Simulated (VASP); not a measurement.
# Rb (I4/mmm) in VASP: further runs

The runs below take Rb through single point, with PBE.

Everything below comes from runs of VASP 6.6.1. Logs are shortened: lines on timing, memory, paths and dates and some standing lists are left out, and cuts for length are marked.

## Step 1: The cell of the first run

Symmetry: I4/mmm, No. 139, tetragonal system. Conventional cell: a = 6.479 Å, b = 6.479 Å, c = 4.211 Å, α = 90.00°, β = 90.00°, γ = 90.00°. Within 5.5 Å of Rb (site symmetry 4/mmm) lie 10 Rb at 4.21 to 5.04 Å.

## Step 2: Single point, PBE

The input, INCAR:

```
PREC = Accurate
ENCUT = 520
EDIFF = 1E-6
ISMEAR = 0
SIGMA = 0.15
LREAL = False
LASPH = True
NELM = 80
ALGO = Fast
ISIF = 2
LWAVE = False
LCHARG = True
GGA = PE
LELF = True
LVHAR = True
NBANDS = 10
```

The input, KPOINTS:

```
regular mesh
0
Gamma
  14 14 14
```

The input, POSCAR:

```
Rb
1.0
   -3.2392903792      3.2392903792      2.1055387465
    3.2392903792     -3.2392903792      2.1055387465
    3.2392903792      3.2392903792     -2.1055387465
Rb
1
Direct
    0.0000000000      0.0000000000      0.0000000000
```

Potentials or basis: VASP PAW PBE potentials, release 64 (Rb_sv).

Launch:

```bash
$ cat potpaw_PBE.64/Rb_sv/POTCAR > POTCAR
$ mpirun -np 1 vasp_std > vasp.out
```

OUTCAR:

```text
PREC = Accurate
   ENCUT = 520
   EDIFF = 1E-6
   ISMEAR = 0
   LREAL = False
   LASPH = True
   NELM = 80
   ISIF = 2
   GGA = PE

 ion  position               nearest neighbor table
   1  0.000  0.000  0.000-

  LATTYP: Found a body centered tetragonal cell.
 ALAT       =     6.4785807584
 C/A-ratio  =     0.6500000000

  Lattice vectors:

 A1 = (  -3.2392903792,   3.2392903792,   2.1055387465)
 A2 = (   3.2392903792,  -3.2392903792,   2.1055387465)
 A3 = (   3.2392903792,   3.2392903792,  -2.1055387465)

Analysis of symmetry for initial positions (statically):
=====================================================================
 Subroutine PRICEL returns:
 Original cell was already a primitive cell.

 Routine SETGRP: Setting up the symmetry group for a
 body centered tetragonal supercell.

 Subroutine GETGRP returns: Found 16 space group operations
 (whereof 16 operations were pure point group operations)
 out of a pool of 16 trial point group operations.

The static configuration has the point symmetry D_4h.

Analysis of symmetry for dynamics (positions and initial velocities):
=====================================================================
 Subroutine PRICEL returns:
 Original cell was already a primitive cell.

 Routine SETGRP: Setting up the symmetry group for a
 body centered tetragonal supercell.

 Subroutine GETGRP returns: Found 16 space group operations
 (whereof 16 operations were pure point group operations)
 out of a pool of 16 trial point group operations.

The dynamic configuration has the point symmetry D_4h.

 Subroutine INISYM returns: Found 16 space group operations
 (whereof 16 operations are pure point group operations),
 and found     1 'primitive' translations

----------------------------------------------------------------------------------------

                                     Primitive cell

  volume of cell :      88.3737

  direct lattice vectors                    reciprocal lattice vectors
    -3.239290379  3.239290379  2.105538747     0.000000000  0.154354794  0.237468914
     3.239290379 -3.239290379  2.105538747     0.154354794  0.000000000  0.237468914
     3.239290379  3.239290379 -2.105538747     0.154354794  0.154354794  0.000000000

  length of vectors
     5.041755422  5.041755422  5.041755422     0.283225860  0.283225860  0.218290643

  position of ions in fractional coordinates (direct lattice)
     0.000000000  0.000000000  0.000000000

  ion indices of the primitive-cell ions
   primitive index   ion index
                 1           1

----------------------------------------------------------------------------------------

 KPOINTS: regular mesh

Automatic generation of k-mesh.
 Grid dimensions read from file:
 generate k-points for:   14   14   14

 Generating k-lattice:

  Cartesian coordinates                     Fractional coordinates (reciprocal lattice)
     0.000000000  0.011025342  0.016962065     0.071428571 -0.000000000  0.000000000
     0.011025342  0.000000000  0.016962065    -0.000000000  0.071428571  0.000000000
     0.011025342  0.011025342  0.000000000     0.000000000  0.000000000  0.071428571

  Length of vectors
     0.020230419  0.020230419  0.015592189

  Shift w.r.t. Gamma in fractional coordinates (k-lattice)
     0.000000000  0.000000000  0.000000000

 Subroutine IBZKPT returns following result:
 ===========================================

 Found    244 irreducible k-points:

 Following reciprocal coordinates:
            Coordinates               Weight
  0.000000  0.000000  0.000000      1.000000
  0.071429 -0.000000  0.000000      8.000000
  0.142857 -0.000000  0.000000      8.000000
  0.214286  0.000000 -0.000000      8.000000
  0.285714  0.000000  0.000000      8.000000
  0.357143 -0.000000  0.000000      8.000000
[... 16 lines left out ...]
  0.214286  0.142857  0.000000     16.000000
  0.285714  0.142857  0.000000     16.000000
 [... further k-points ...]
   k-points           NKPTS =    244   k-points in BZ     NKDIM =    244   number of bands    NBANDS=     10
   number of dos      NEDOS =    301   number of ions     NIONS =      1
   total plane-waves  NPLWV =  64000
   dimension x,y,z NGX =    40 NGY =   40 NGZ =   40
   dimension x,y,z NGXF=    80 NGYF=   80 NGZF=   80
   ions per type =               1
   NGX,Y,Z   is equivalent  to a cutoff of  13.19, 13.19, 13.19 a.u.
   NGXF,Y,Z  is equivalent  to a cutoff of  26.38, 26.38, 26.38 a.u.
 SYSTEM =  unknown system
   PREC   = accura    normal or accurate (medium, high low for compatibility)
   ISTART =      0    job   : 0-new  1-cont  2-samecut
   ICHARG =      2    charge: 1-file 2-atom 10-const
   ISPIN  =      1    spin polarized calculation?
   LNONCOLLINEAR =      F non collinear calculations
   LSORBIT =      F    spin-orbit coupling
   LASPH  =      T    aspherical Exc in radial PAW
   ENCUT  =  520.0 eV  38.22 Ry    6.18 a.u.   9.37  9.37  9.37*2*pi/ulx,y,z
   NELM   =     80;   NELMIN=  2; NELMDL= -5     # of ELM steps
   EDIFF  = 0.1E-05   stopping-criterion for ELM
   LREAL  =      F    real-space projection
   EDIFFG = 0.1E-04   stopping-criterion for IOM
   NSW    =      0    number of steps for IOM
   IBRION =     -1    ionic relax: 0-MD 1-quasi-New 2-CG
   NFREE  =      0    steps in history (QN), initial steepest desc. (CG)
   ISIF   =      2    stress and relaxation
   ISYM   =      2    0-nonsym 1-usesym 2-fastsym
   POTIM  = 0.5000    time-step for ionic-motion
   TEBEG  =    0.0;   TEEND  =   0.0 temperature during run
   PSTRESS=    0.0 pullay stress
   NELECT =       9.0000    total number of electrons
   NUPDOWN=      -1.0000    fix difference up-down
   EMIN   =  10.00;   EMAX   =-10.00  energy-range for DOS
   EFERMI =   0.00;   METHOD = LEGACY
   ISMEAR =     0;   SIGMA  =   0.15  broadening in eV -4-tet -1-fermi 0-gaus
   EFERMI_NEDOS =   21; number of points for ismear=-14 and -15
   IALGO  =     68    algorithm
   IMIX   =      4    mixing-type and parameters
     AMIX     =   0.40;   BMIX     =  1.00
     AMIX_MAG =   1.60;   BMIX_MAG =  1.00
  volume/ion in A,a.u.               =      88.37       596.38
  Fermi-wavevector in a.u.,A,eV,Ry     =   0.764507  1.444708  7.952205  0.584471
  Thomas-Fermi vector in A             =   1.864423
   LORBIT       =      0    0 simple, 1 ext, 2 COOP (PROOUT), +10 PAW based schemes
   GGA     = PE    functional components
   LHFCALC =     F    Hartree Fock is set to
   AEXX    =    0.0000 exact exchange contribution
   IVDW    =     0    specifies the selected vdW correction
   LEPSILON=     F    determine dielectric tensor
   LRPA    =     F    only Hartree local field effects (RPA)
 non-spin polarized calculation
 RMM-DIIS sequential band-by-band and
 Gauss-broadening in eV      SIGMA  =   0.15
  energy-cutoff  :      520.00
  volume of cell :       88.37
 maximum number of plane-waves:      2407
 NGX is ok and might be reduce to    40

 number of electron       9.0000000 magnetization

 Free energy of the ion-electron system (eV)
  ---------------------------------------------------
  ext. energy  EPLUGINS =         0.00000000
  ---------------------------------------------------
  free energy    TOTEN  =        -0.86678737 eV

  energy without entropy =       -0.85782860  energy(sigma->0) =       -0.86230799

 E-fermi :   0.1050     XC(G=0):  -5.5253

 val. band max:        0.0983998984   @ k =  -0.3571   0.5000   0.1429
 cond. band min:       0.1206669104   @ k =   0.2143   0.1429   0.1429
 fundamental gap:      0.0222670119
 Fermi energy:         0.1050221838

 k-point     1 :       0.0000    0.0000    0.0000
  band No.  band energies     occupation
      1     -28.8947      2.00000
      2     -12.9358      2.00000
      3     -12.9358      2.00000
      4     -12.8719      2.00000
      5      -1.9178      2.00000
      6       2.4869      0.00000
      7       3.1834      0.00000
      8       5.2704      0.00000
      9       5.2736      0.00000
     10       5.6632      0.00000

 k-point     2 :       0.0714   -0.0000    0.0000
  band No.  band energies     occupation
      1     -28.8938      2.00000
      2     -12.9363      2.00000
      3     -12.9360      2.00000
      4     -12.8862      2.00000
      5      -1.8377      2.00000
      6       2.5098      0.00000
      7       3.2289      0.00000
      8       4.8400      0.00000
      9       4.8724      0.00000
     10       5.5611      0.00000

 k-point     3 :       0.1429   -0.0000    0.0000
  band No.  band energies     occupation
      1     -28.8915      2.00000
      2     -12.9398      2.00000
      3     -12.9366      2.00000
      4     -12.9236      2.00000
      5      -1.6027      2.00000
      6       2.5572      0.00000
      7       3.3004      0.00000
      8       4.3861      0.00000
      9       4.4268      0.00000
     10       5.3377      0.00000

 k-point     4 :       0.2143    0.0000   -0.0000
  band No.  band energies     occupation
      1     -28.8881      2.00000
      2     -12.9857      2.00000
      3     -12.9374      2.00000
      4     -12.9356      2.00000
      5      -1.2279      2.00000
      6       2.5620      0.00000
      7       3.1606      0.00000
      8       4.1806      0.00000
      9       4.3148      0.00000
     10       5.0734      0.00000
[... 222 lines left out ...]
 k-point    22 :       0.1429    0.1429    0.0000
  band No.  band energies     occupation
      1     -28.8846      2.00000
      2     -13.0448      2.00000
      3     -12.9384      2.00000
      4     -12.9293      2.00000
      5      -0.8975      2.00000
      6       2.5574      0.00000
      7       3.1124      0.00000
      8       3.7340      0.00000
      9       4.6433      0.00000
     10       4.8694      0.00000

 k-point    23 :       0.2143    0.1429    0.0000
  band No.  band energies     occupation
      1     -28.8812      2.00000
      2     -13.0995      2.00000
      3     -12.9391      2.00000
      4     -12.9302      2.00000
      5      -0.3799      2.00000
      6       2.4028      0.00000
      7       2.5808      0.00000
      8       3.9852      0.00000
      9       4.5608      0.00000
     10       5.1318      0.00000

 k-point    24 :       0.2857    0.1429    0.0000
  band No.  band energies     occupation
      1     -28.8787      2.00000
      2     -13.1372      2.00000
      3     -12.9393      2.00000
      4     -12.9341      2.00000
      5       0.2003      0.36926
      6       2.0778      0.00000
      7       2.2578      0.00000
      8       4.1959      0.00000
      9       4.3636      0.00000
     10       5.6290      0.00000

 [... further k-points ...]
[... 5 lines left out ...]
  --------------------------------------------------------------------------------------
  -------------------------------------------------------------------------------------
  Total       -0.1057818     -0.1057818      0.6747410      0.0000000     -0.0000000      0.0000000
  in kB       -1.9177781     -1.9177781     12.2327674      0.0000000     -0.0000000      0.0000000
  external PRESSURE =       2.7990704 kB  Pullay stress =       0.0000000 kB

 VOLUME and BASIS-vectors are now :
 -----------------------------------------------------------------------------
  energy-cutoff  :      520.00
  volume of cell :       88.37
      direct lattice vectors                 reciprocal lattice vectors
    -3.239290379  3.239290379  2.105538747     0.000000000  0.154354794  0.237468914
     3.239290379 -3.239290379  2.105538747     0.154354794  0.000000000  0.237468914
     3.239290379  3.239290379 -2.105538747     0.154354794  0.154354794  0.000000000

 POSITION                                       TOTAL-FORCE (eV/Angst)
 -----------------------------------------------------------------------------------
      0.00000      0.00000      0.00000         0.000000      0.000000     -0.000000
 -----------------------------------------------------------------------------------
    total drift:                               -0.000000      0.000000     -0.000000

  FREE ENERGIE OF THE ION-ELECTRON SYSTEM (eV)
  ---------------------------------------------------
  free  energy   TOTEN  =        -0.8667873736 eV

  energy  without entropy=       -0.8578285994  energy(sigma->0) =       -0.86230799
```

It took 4.3 min on 1 thread of Intel Xeon Platinum 8488C (Sapphire Rapids), shared host; peak memory 0.37 GiB.

Results:

```yaml
Free_energy: -0.8668 eV
Pressure: 0.3 GPa
```

Levels at points of the mesh, in eV from the Fermi level:
| k point | band 3 | band 4 | band 5 | band 6 | band 7 | band 8 |
| --- | --- | --- | --- | --- | --- | --- |
| (0.00, 0.00, 0.00) | -13.04 | -12.98 | -2.02 | 2.38 | 3.08 | 5.17 |
| (0.50, 0.00, 0.00) | -13.04 | -13.04 | 0.64 | 1.46 | 2.04 | 4.21 |
| (0.50, 0.50, 0.00) | -13.03 | -12.99 | -0.32 | 0.24 | 3.15 | 4.08 |
| (0.50, 0.50, 0.50) | -13.11 | -13.00 | 0.76 | 1.25 | 2.04 | 2.04 |

## Step 3: Single point, PBE

The input, INCAR:

```
PREC = Accurate
ENCUT = 520
EDIFF = 1E-7
ISMEAR = 0
SIGMA = 0.15
LREAL = F
LASPH = T
NELM = 60
ALGO = Fast
ISIF = 2
LWAVE = F
LCHARG = F
GGA = PE
NBANDS = 10
```

The input, KPOINTS:

```
Automatic mesh
0
Gamma
  14 14 14
```

The input, POSCAR:

```
Rb
1.0
   -2.4512667841      2.4512667841      3.6769001761
    2.4512667841     -2.4512667841      3.6769001761
    2.4512667841      2.4512667841     -3.6769001761
Rb
1
Direct
    0.0000000000      0.0000000000      0.0000000000
```

Potentials or basis: VASP PAW PBE potentials, release 64 (Rb_sv).

Launch:

```bash
$ cat potpaw_PBE.64/Rb_sv/POTCAR > POTCAR
$ mpirun -np 1 vasp_std > vasp.out
```

It took 4.5 min on 1 thread of Intel Xeon Platinum 8488C (Sapphire Rapids), shared host; peak memory 0.37 GiB.

Results (log left out):

- Free energy: -0.9408 eV
- Pressure: 0.1 GPa

Levels at points of the mesh, in eV from the Fermi level:
| k point | band 2 | band 3 | band 4 | band 5 | band 6 | band 7 | band 8 | band 9 |
| --- | --- | --- | --- | --- | --- | --- | --- | --- |
| (0.00, 0.00, 0.00) | -12.93 | -12.93 | -12.93 | -2.01 | 3.49 | 3.70 | 3.70 | 4.72 |
| (0.50, 0.00, 0.00) | -13.03 | -12.95 | -12.94 | 0.13 | 0.68 | 3.24 | 3.57 | 5.64 |
| (0.50, 0.50, 0.00) | -13.03 | -12.98 | -12.96 | 0.67 | 1.57 | 1.77 | 4.41 | 4.54 |
| (0.50, 0.50, 0.50) | -13.02 | -12.96 | -12.96 | 0.49 | 1.20 | 1.92 | 4.82 | 4.82 |

## Step 4: Single point, PBE

This run uses another cell than the first one, of the same volume but with other edges.

The input, INCAR:

```
SYSTEM = Rb
PREC = Accurate
ENCUT = 520
EDIFF = 1E-7
ISMEAR = 0
SIGMA = 0.15
LREAL = .FALSE.
LASPH = .TRUE.
NELM = 60
ALGO = Fast
ISIF = 2
LWAVE = .FALSE.
LCHARG = .TRUE.
GGA = PE
LELF = .TRUE.
LVHAR = .TRUE.
NBANDS = 10
```

The input, KPOINTS:

```
Automatic mesh
0
G
  14 14 14
  0 0 0
```

The input, POSCAR:

```
Rb
1.0
   -2.8444431333      2.8444431333      2.7306654079
    2.8444431333     -2.8444431333      2.7306654079
    2.8444431333      2.8444431333     -2.7306654079
Rb
1
Direct
    0.0000000000      0.0000000000      0.0000000000
```

Launch:

```bash
$ cat potpaw_PBE.64/Rb_sv/POTCAR > POTCAR
$ mpirun -np 1 vasp_std > vasp.out
```

It took 2.8 min on 1 thread of Intel Xeon Platinum 8488C (Sapphire Rapids), shared host; peak memory 0.35 GiB.

It converged, with:

```yaml
Free_energy: -0.9403 eV
Pressure: 0.1 GPa
```

Levels at points of the mesh, in eV from the Fermi level:
```csv
k point,band 1,band 2,band 3,band 4,band 5,band 6,band 7,band 8,band 9,band 10
"(0.00, 0.00, 0.00)",-28.89,-12.93,-12.93,-12.93,-2.01,3.57,3.78,3.78,4.51,4.81
"(0.50, 0.00, 0.00)",-28.88,-13.03,-12.96,-12.93,0.26,0.84,2.52,4.35,5.18,5.37
"(0.50, 0.50, 0.00)",-28.88,-13.03,-12.96,-12.92,0.18,0.74,2.74,4.21,5.19,5.38
"(0.50, 0.50, 0.50)",-28.88,-13.00,-13.00,-13.00,1.18,1.29,3.19,3.19,3.60,4.96
```

## Step 5: Overview

| cell | further INCAR settings | gap on the mesh (eV) | pressure (GPa) |
| --- | --- | --- | --- |
| a = 5.042 Å, angles 100.0, 100.0, 130.6°, 1 atom | ALGO = Fast; EDIFF = 1e-06; NBANDS = 10 | none | 0.3 |
| a = 5.053 Å, angles 122.0, 122.0, 86.6°, 1 atom | ALGO = Fast; EDIFF = 1e-07; NBANDS = 10 | none | 0.1 |
| a = 4.862 Å, angles 108.4, 108.4, 111.7°, 1 atom | ALGO = Fast; EDIFF = 1e-07; NBANDS = 10 | none | 0.1 |

Alike in all rows: task single point; level PBE; potentials or basis VASP PAW PBE potentials, release 64 (Rb_sv); no spin polarisation; k mesh 14 × 14 × 14; cutoff (eV) 520; smearing gaussian 0.15 eV.

Absolute energies hang on the potentials; compare differences alone.
